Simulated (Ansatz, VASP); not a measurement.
# Bi2TeSe2: VASP beside Ansatz

The input INCAR:

```
PREC     = Accurate       # precision mode
ENCUT    = 520            # plane-wave cutoff, eV
EDIFF    = 1E-6           # SCF threshold, eV
ISMEAR   = 0              # smearing method
SIGMA    = 0.05           # smearing width, eV
LREAL    = False          # projectors in reciprocal space
LASPH    = True           # aspherical terms in the spheres
NELM     = 100            # most SCF steps
ALGO     = Normal         # electronic algorithm
ISIF     = 2              # what is computed and relaxed
LWAVE    = False          # write WAVECAR
LCHARG   = False          # write CHGCAR
GGA      = PS             # functional
NBANDS   = 32             # bands
LUSENCCL = False
```

The input KPOINTS:

```
Automatic mesh
0
Gamma
  12 12 12
```

POSCAR

```
Bi2TeSe2
1.0
    2.1542462791      1.2437546692      9.7123300000
   -2.1542462791      1.2437546692      9.7123300000
    0.0000000000     -2.4875093383      9.7123300000
Bi Te Se
2 1 2
Direct
    0.3980600000      0.3980600000      0.3980600000
    0.6019400000      0.6019400000      0.6019400000
    0.0000000000      0.0000000000      0.0000000000
    0.2116000000      0.2116000000      0.2116000000
    0.7884000000      0.7884000000      0.7884000000
```

Input for Ansatz:

```yaml
crystal:
  lattice:
    - [2.1542462791, 1.2437546692, 9.71233]
    - [-2.1542462791, 1.2437546692, 9.71233]
    - [0.0, -2.4875093383, 9.71233]
  atoms:
    - { symbol: Bi, position: [0.39806, 0.39806, 0.39806] }
    - { symbol: Bi, position: [0.60194, 0.60194, 0.60194] }
    - { symbol: Te, position: [0.0, 0.0, 0.0] }
    - { symbol: Se, position: [0.2116, 0.2116, 0.2116] }
    - { symbol: Se, position: [0.7884, 0.7884, 0.7884] }
basis:
  ecutwfc: 420
kpoints:
  mp_grid: { grid: [12, 12, 12] }
hamiltonian:
  xc: pbesol
scf:
  occupations: { method: gaussian, width: 0.05 }
output:
  forces: true
  stress: true
  eigenvalues: true
```

Change from the starting cell: strain +0.030 along x and y, +0.000 along z, atoms carried along.

Alike in both runs: task single point; functional PBEsol; k mesh 12 × 12 × 12; occupations gaussian, width 0.05 eV; no spin polarisation.

|  | VASP | Ansatz |
| --- | --- | --- |
| version | VASP 6.6.1 | Ansatz 0.2.0 |
| potentials or method | VASP PAW PBE potentials, release 64 (Bi_d, Te, Se), cutoff 520 eV | scalar-relativistic, plane waves, PAW |
| valence electrons in the cell | 48 | 78 |

|  | VASP | Ansatz | Ansatz less VASP |
| --- | --- | --- | --- |
| gap on the k mesh at the Fermi level (eV) | 0.37 | 0.37 | -0.002 |
| least direct gap on the mesh (eV) | 0.37 | 0.37 | -0.002 |
| pressure (GPa) | -1.6 | -1.6 | 0.00 |
| traceless stress, the component that is largest in VASP (GPa) | 0.76 | 0.76 | +0.002 |
| rms of the force components (eV/Å) | 0.674 | 0.676 | +0.0022 |

VASP's potentials were made for PBE, not for PBEsol. Atom by atom the forces differ by 0.004 eV/Å (rms over components). The functional is the same, so the differences come from potentials, cutoffs and numerics. VASP's potentials hold 48 valence electrons a cell and Ansatz's 78, so a difference there can come from the potentials and not from the codes.

Spin-orbit coupling is off throughout.
